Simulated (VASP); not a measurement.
The system is PbSe.

```xyz
4
Lattice="5.2067 0.0000 0.0000 -2.6034 4.5091 0.0000 0.0000 0.0000 6.2611" Properties=species:S:1:pos:R:3 pbc="T T T"
Pb    0.0000    3.0061    1.5653
Pb    2.6034    1.5030    4.6958
Se    2.6034    1.5030    1.5653
Se    0.0000    3.0061    4.6958
```

- Program: VASP 6.6.1
- Task: relaxation of cell and atoms
- Functional: PBEsol
- Potentials or basis: VASP PAW PBE potentials, release 64 (Pb_d, Se)
- Cutoff: 600 eV
- k mesh: 6 × 6 × 4
- Occupations: fermi-dirac, width 0.02 eV
- Spin: no spin polarisation

At the start: pressure -1.9 GPa; volume 36.75 Å³/atom.

Question: How do energy, volume and symmetry change on relaxing?

Answer: Over 15 steps the energy falls by 11.3 meV/atom and the volume is 34.91 Å³/atom (-5.0 %); space group P6_3/mmc (No. 194, to 0.05 Å).

The path:
```
step  energy change (eV)  largest force (eV/Å)  pressure (GPa)  volume (Å³)
   1              0.0000                0.0000           -1.87       147.00
   2             -0.0424                0.0000            0.49       138.04
   3             -0.0450                0.0000            0.00       139.67
   4             -0.0450                0.0000           -0.01       139.82
   5             -0.0450                0.0000           -0.04       139.80
   6             -0.0450                0.0000           -0.04       139.80
   7             -0.0450                0.0000           -0.01       139.68
   8             -0.0450                0.0000            0.00       139.69
   9             -0.0450                0.0000           -0.01       139.72
  10             -0.0450                0.0000           -0.02       139.73
  11             -0.0450                0.0000           -0.02       139.72
  12             -0.0450                0.0000           -0.03       139.72
  13             -0.0450                0.0000           -0.02       139.72
  14             -0.0450                0.0000           -0.01       139.68
  15             -0.0450                0.0000            0.00       139.64
```

Final structure:
```
Pb Se
1.0
     5.12174    0.00000    0.00000
    -2.56087    4.43555    0.00000
     0.00000    0.00000    6.14669
Pb Se
2 2
Direct
  0.33333 0.66667 0.25000
  0.66667 0.33333 0.75000
  0.66667 0.33333 0.25000
  0.33333 0.66667 0.75000
```

Caveat: the PAW data sets were made with another functional, which shifts forces and pressure a little.
